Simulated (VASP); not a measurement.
# InP3 (R-3m) in VASP: further runs, part 2 of 2

VASP 6.6.1. Earlier steps stand in the parts before.

## Step 3: Single point, r2SCAN (strain +0.000 along x and y, +0.040 along z)

POSCAR reads:

```
InP3
1.0
    3.7414989631      2.1601554335      3.5040220260
   -3.7414989631      2.1601554335      3.5040220260
    0.0000000000     -4.3203108670      3.5040220260
In P
2 6
Direct
    0.2702520051      0.2702520051      0.2702520051
    0.7297479949      0.7297479949      0.7297479949
    0.7982893833      0.2446976833      0.7982893833
    0.7982893833      0.7982893833      0.2446976833
    0.2446976833      0.7982893833      0.7982893833
    0.2017106167      0.7553023167      0.2017106167
    0.7553023167      0.2017106167      0.2017106167
    0.2017106167      0.2017106167      0.7553023167
```

INCAR.step1 reads:

```
SYSTEM = InP3
PREC = Accurate ; ENCUT = 550
ISMEAR = 0 ; SIGMA = 0.15
LREAL = .FALSE. ; LASPH = .TRUE.
NELM = 120 ; NBANDS = 38
GGA = PE ; ALGO = Normal
EDIFF = 1E-5 ; LWAVE = .TRUE.
LCHARG = .FALSE. ; GGA_COMPAT = .FALSE.
```

INCAR.step2 reads:

```
SYSTEM = InP3
PREC = Accurate ; ENCUT = 550
EDIFF = 1E-6 ; ISMEAR = 0
SIGMA = 0.15 ; LREAL = .FALSE.
LASPH = .TRUE. ; NELM = 120
ALGO = Normal ; ISIF = 2
LWAVE = .FALSE. ; LCHARG = .FALSE.
METAGGA = R2SCAN ; LMIXTAU = .TRUE.
NBANDS = 38 ; ISTART = 1
GGA_COMPAT = .FALSE.
```

KPOINTS reads:

```
regular mesh
0
G
  6 6 6
  0 0 0
```

Potentials or basis: VASP PAW PBE potentials, release 64 (In_d, P).

The run is started by

```sh
$ cat potpaw_PBE.64/In_d/POTCAR potpaw_PBE.64/P/POTCAR > POTCAR
$ cp INCAR.step1 INCAR
$ mpirun -np 1 vasp_std > vasp.out
$ cp INCAR.step2 INCAR
$ mpirun -np 1 vasp_std > vasp.out
```

OUTCAR:

```text
SYSTEM = InP3
   PREC = Accurate
   ENCUT = 550
   EDIFF = 1E-6
   ISMEAR = 0
   LREAL = .FALSE.
   LASPH = .TRUE.
   NELM = 120
   ISIF = 2
   METAGGA = R2SCAN
   ISTART = 1

 ion  position               nearest neighbor table
   1  0.270  0.270  0.270-   8 2.68   7 2.68   6 2.68   8 2.99   6 2.99   7 2.99
   2  0.730  0.730  0.730-   4 2.68   3 2.68   5 2.68   4 2.99   5 2.99   3 2.99
   3  0.798  0.245  0.798-   7 2.23   8 2.23   2 2.68   2 2.99
   4  0.798  0.798  0.245-   6 2.23   7 2.23   2 2.68   2 2.99
   5  0.245  0.798  0.798-   6 2.23   8 2.23   2 2.68   2 2.99
   6  0.202  0.755  0.202-   5 2.23   4 2.23   1 2.68   1 2.99
   7  0.755  0.202  0.202-   3 2.23   4 2.23   1 2.68   1 2.99
   8  0.202  0.202  0.755-   3 2.23   5 2.23   1 2.68   1 2.99

  LATTYP: Found a trigonal (rhomboedric) cell.
 ALAT       =     5.5626662983
 COS(alpha) =     0.0951944854

  Lattice vectors:

 A1 = (   3.7414989631,   2.1601554335,   3.5040220260)
 A2 = (  -3.7414989631,   2.1601554335,   3.5040220260)
 A3 = (   0.0000000000,  -4.3203108670,   3.5040220260)

Analysis of symmetry for initial positions (statically):
=====================================================================
[... 196 lines left out ...]
      3      -8.9737      2.00000
      4      -8.9737      2.00000
      5      -8.8851      2.00000
      6      -8.8770      2.00000
[... 973 lines left out ...]
     37      10.6474      0.00000
     38      11.0036      0.00000

 [... further k-points ...]

------------------------ aborting loop because EDIFF is reached ----------------------------------------

  FORCE on cell =-STRESS in cart. coord.  units (eV):
  Direction    XX          YY          ZZ          XY          YZ          ZX
  --------------------------------------------------------------------------------------
  -------------------------------------------------------------------------------------
  Total       -1.9555516     -1.9555516     -4.4565568      0.0000000      0.0000000      0.0000000
  in kB      -18.4387362    -18.4387362    -42.0205097      0.0000000      0.0000000      0.0000000
  external PRESSURE =     -26.2993274 kB  Pullay stress =       0.0000000 kB

 VOLUME and BASIS-vectors are now :
 -----------------------------------------------------------------------------
  energy-cutoff  :      550.00
  volume of cell :      169.92
      direct lattice vectors                 reciprocal lattice vectors
     3.741498963  2.160155433  3.504022026     0.133636279  0.077154942  0.095128778
    -3.741498963  2.160155433  3.504022026    -0.133636279  0.077154942  0.095128778
     0.000000000 -4.320310867  3.504022026     0.000000000 -0.154309884  0.095128778

 POSITION                                       TOTAL-FORCE (eV/Angst)
 -----------------------------------------------------------------------------------
      0.00000      0.00000      2.84091        -0.000000     -0.000000      0.043761
      0.00000      0.00000      7.67116        -0.000000      0.000000     -0.043761
      2.07126     -1.19584      6.45187         0.124807     -0.072057      0.463300
      0.00000      2.39169      6.45187        -0.000000      0.144115      0.463300
     -2.07126     -1.19584      6.45187        -0.124807     -0.072057      0.463300
     -2.07126      1.19584      4.06019        -0.124807      0.072057     -0.463300
      2.07126      1.19584      4.06019         0.124807      0.072057     -0.463300
      0.00000     -2.39169      4.06019        -0.000000     -0.144115     -0.463300
 -----------------------------------------------------------------------------------
    total drift:                                0.000000     -0.000000      0.000000

  FREE ENERGIE OF THE ION-ELECTRON SYSTEM (eV)
  ---------------------------------------------------
  free  energy   TOTEN  =      -100.0718419701 eV

  energy  without entropy=     -100.0600850806  energy(sigma->0) =     -100.06596353
```

OSZICAR.step1:

```text
N       E                     dE             d eps       ncg     rms          rms(c)
DAV:   1     0.483984811580E+03    0.48398E+03   -0.25029E+04  2432   0.161E+03
DAV:   2     0.295834066675E+02   -0.45440E+03   -0.43595E+03  2446   0.397E+02
DAV:   3    -0.351554100921E+02   -0.64739E+02   -0.62526E+02  3042   0.151E+02
DAV:   4    -0.386231450629E+02   -0.34677E+01   -0.34319E+01  3056   0.328E+01
DAV:   5    -0.387701867116E+02   -0.14704E+00   -0.14689E+00  3808   0.731E+00    0.120E+01
DAV:   6    -0.380792073507E+02    0.69098E+00   -0.14024E+00  3528   0.148E+01    0.701E+00
DAV:   7    -0.380361748100E+02    0.43033E-01   -0.66213E-01  3644   0.482E+00    0.184E+00
DAV:   8    -0.380326963746E+02    0.34784E-02   -0.90597E-02  3410   0.259E+00    0.107E+00
DAV:   9    -0.380336587139E+02   -0.96234E-03   -0.73607E-03  3384   0.553E-01    0.327E-01
DAV:  10    -0.380336088346E+02    0.49879E-04   -0.80256E-04  3912   0.209E-01    0.188E-01
DAV:  11    -0.380337012614E+02   -0.92427E-04   -0.17286E-04  3090   0.668E-02    0.689E-02
DAV:  12    -0.380337029992E+02   -0.17378E-05   -0.29678E-05  2406   0.432E-02
   1 F= -.38033703E+02 E0= -.38028739E+02  d E =-.992737E-02
```

It took 12 min on 1 thread of Intel Xeon Platinum 8259CL at 2.50GHz (Skylake/Cascade Lake), shared host; peak memory 0.47 GiB.

Results:

```
Free energy            : -100.0718 eV
Pressure               : -2.6 GPa
Largest force          : 0.485 eV/Å
Band gap on the k mesh : zero (bands 28 and 29 overlap by 0.65 eV)
```

Forces on the atoms (eV/Å):
```
In   0.000  0.000  0.044
In   0.000  0.000 -0.044
P    0.125 -0.072  0.463
P    0.000  0.144  0.463
P   -0.125 -0.072  0.463
P   -0.125  0.072 -0.463
P    0.125  0.072 -0.463
P    0.000 -0.144 -0.463
```

Stress tensor (GPa, compression positive):
```
-1.84  0.00  0.00
 0.00 -1.84  0.00
 0.00  0.00 -4.20
```

Levels at points of the mesh, in eV from the Fermi level:
```csv
k point,band 24,band 25,band 26,band 27,band 28,band 29,band 30,band 31,band 32,band 33
"(0.00, 0.00, 0.00)",-2.06,-2.06,-1.96,-0.60,-0.60,-0.48,-0.37,2.71,2.77,2.77
"(0.50, 0.00, 0.00)",-2.66,-2.39,-1.26,-1.19,-1.08,0.80,2.68,3.12,3.23,3.39
"(0.50, 0.50, 0.00)",-2.60,-1.35,-0.85,-0.58,-0.01,1.74,1.90,2.48,2.97,3.42
"(0.50, 0.50, 0.50)",-1.27,0.05,0.05,0.17,0.17,2.00,2.00,2.09,2.12,2.12
```

Caveat: the cell differs from its parent crystal (strain +0.000 along x and y, +0.040 along z); semilocal functionals underestimate gaps, so a narrow gap can read as zero; the PAW data sets were made with another functional, which shifts forces and pressure a little; spin-orbit coupling is left out, which moves the levels of the heavy elements.

## Step 4: Single point, r2SCAN (strain +0.080 along x and y, -0.080 along z)

Changes to POSCAR since step 3:

```diff
@@ -2,5 +2,5 @@
 1.0
-    3.7414989631      2.1601554335      3.5040220260
-   -3.7414989631      2.1601554335      3.5040220260
-    0.0000000000     -4.3203108670      3.5040220260
+    4.0408188801      2.3329678682      3.0997117923
+   -4.0408188801      2.3329678682      3.0997117923
+    0.0000000000     -4.6659357364      3.0997117923
 In P
```

INCAR.step1 reads:

```
SYSTEM = InP3
PREC     = Accurate       ! precision mode
ENCUT    = 550            ! plane-wave cutoff, eV
ISMEAR   = 0              ! smearing method
SIGMA    = 0.15           ! smearing width, eV
LREAL    = .FALSE.        ! projectors in reciprocal space
LASPH    = .TRUE.         ! aspherical terms in the spheres
NELM     = 120            ! most SCF steps
NBANDS   = 38             ! bands
GGA      = PE             ! functional
ALGO     = Normal         ! electronic algorithm
EDIFF    = 1E-5           ! SCF threshold, eV
LWAVE    = .TRUE.         ! write WAVECAR
LCHARG   = .FALSE.        ! write CHGCAR
GGA_COMPAT= .FALSE.
```

INCAR.step2 reads:

```
SYSTEM = InP3
PREC     = Accurate       ! precision mode
ENCUT    = 550            ! plane-wave cutoff, eV
EDIFF    = 1E-6           ! SCF threshold, eV
ISMEAR   = 0              ! smearing method
SIGMA    = 0.15           ! smearing width, eV
LREAL    = .FALSE.        ! projectors in reciprocal space
LASPH    = .TRUE.         ! aspherical terms in the spheres
NELM     = 120            ! most SCF steps
ALGO     = Normal         ! electronic algorithm
ISIF     = 2              ! what is computed and relaxed
LWAVE    = .FALSE.        ! write WAVECAR
LCHARG   = .TRUE.         ! write CHGCAR
METAGGA  = R2SCAN         ! meta-GGA
LMIXTAU  = .TRUE.       
LELF     = .TRUE.         ! ELF
LVHAR    = .TRUE.       
NBANDS   = 38             ! bands
ISTART   = 1            
GGA_COMPAT= .FALSE.
```

KPOINTS reads:

```
Automatic mesh
0
G
  6 6 6
  0 0 0
```

The run is started by

```sh
$ cat potpaw_PBE.64/In_d/POTCAR potpaw_PBE.64/P/POTCAR > POTCAR
$ cp INCAR.step1 INCAR
$ mpirun -np 1 vasp_std > vasp.out
$ cp INCAR.step2 INCAR
$ mpirun -np 1 vasp_std > vasp.out
```

It took 12 min on 1 thread of Intel Xeon Platinum 8259CL at 2.50GHz (Skylake/Cascade Lake), shared host; peak memory 0.47 GiB.

The run converged. Its results:

* Free energy: -99.0891 eV
* Pressure: -7.1 GPa
* Largest force: 0.842 eV/Å
* Band gap on the k mesh: zero (bands 28 and 29 overlap by 0.66 eV)

Forces in eV/Å, atoms in the order of the input:
```
In   0.000  0.000 -0.130
In   0.000  0.000  0.130
P    0.728 -0.420  0.048
P    0.000  0.841  0.048
P   -0.728 -0.420  0.048
P   -0.728  0.420 -0.048
P    0.728  0.420 -0.048
P    0.000 -0.841 -0.048
```

Stress tensor (GPa, compression positive):
```
-11.07   0.00   0.00
  0.00 -11.07   0.00
  0.00   0.00   0.96
```

Levels at points of the mesh, in eV from the Fermi level:
| k point | band 25 | band 26 | band 27 | band 28 | band 29 | band 30 | band 31 | band 32 |
| --- | --- | --- | --- | --- | --- | --- | --- | --- |
| (0.00, 0.00, 0.00) | -2.03 | -2.03 | -1.33 | -1.33 | -0.65 | 0.61 | 2.66 | 2.66 |
| (0.50, 0.00, 0.00) | -2.07 | -1.71 | -1.03 | -0.59 | 0.49 | 2.34 | 2.52 | 2.73 |
| (0.50, 0.50, 0.00) | -1.08 | -0.67 | -0.52 | -0.17 | 0.88 | 1.31 | 2.40 | 2.89 |
| (0.50, 0.50, 0.50) | -0.29 | -0.29 | -0.11 | -0.11 | 0.30 | 1.63 | 1.63 | 2.31 |

Caveat: the cell differs from its parent crystal (strain +0.080 along x and y, -0.080 along z); the cell stands under tension; semilocal functionals underestimate gaps, so a narrow gap can read as zero; the PAW data sets were made with another functional, which shifts forces and pressure a little; spin-orbit coupling is left out, which moves the levels of the heavy elements.

## Step 5: Summary

| cell | gap on the mesh (eV) | pressure (GPa) | largest force (eV/Å) |
| --- | --- | --- | --- |
| a = 5.917 Å, angles 86.1°, 8 atoms | none | -11.5 | 1.50 |
| a = 5.563 Å, angles 84.5°, 8 atoms | none | -2.6 | 0.49 |
| a = 5.602 Å, angles 92.3°, 8 atoms | none | -7.1 | 0.84 |

Alike in all rows: task single point; level r2SCAN; potentials or basis VASP PAW PBE potentials, release 64 (In_d, P); no spin polarisation; k mesh 6 × 6 × 6; cutoff (eV) 550; smearing gaussian 0.15 eV.

Caveats: semilocal functionals underestimate gaps, so a narrow gap can read as zero; the PAW data sets were made with another functional, which shifts forces and pressure a little; spin-orbit coupling is left out, which moves the levels of the heavy elements; the cell stands under tension (at least some runs).

Absolute energies hang on the potentials; compare differences alone.
